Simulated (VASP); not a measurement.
A run of VASP 6.6.1 is set up as follows.

Contents of INCAR:

```
ALGO = Normal
EDIFF = 1E-7
ENCUT = 520
GGA = PE
ISIF = 2
ISMEAR = 0
LASPH = T
LCHARG = F
LREAL = F
LWAVE = F
NBANDS = 32
NELM = 60
PREC = Accurate
SIGMA = 0.2
```

KPOINTS

```
k-points
0
Gamma
  3 3 3
```

Contents of POSCAR:

```
Sb3S5
1.0
    6.6197408687      0.0000000000      0.0000000000
    0.0000000000      6.6197408687      0.0000000000
    0.0000000000      0.0000000000      5.7464665585
Sb S
3 5
Direct
    0.5000000000      0.5000000000      0.9929112863
    0.5000000000      0.0000000000      0.6627908101
    0.0000000000      0.5000000000      0.6627908101
    0.7646149099      0.7646149099      0.8817490910
    0.2353850901      0.2353850901      0.8817490910
    0.2353850901      0.7646149099      0.8817490910
    0.7646149099      0.2353850901      0.8817490910
    0.5000000000      0.5000000000      0.4002122494
```

Potentials or basis: VASP PAW PBE potentials, release 64 (Sb, S).

The run is started by

```bash
$ cat potpaw_PBE.64/Sb/POTCAR potpaw_PBE.64/S/POTCAR > POTCAR
$ mpirun -np 1 vasp_std > vasp.out
```

(1) Estimate the largest force.

(2) What does it give for the pressure?

Answers

(1) 0.040 eV/Å.

(2) 0.0 GPa.

Caveat: the k points lie up to 0.36 Å⁻¹ apart.
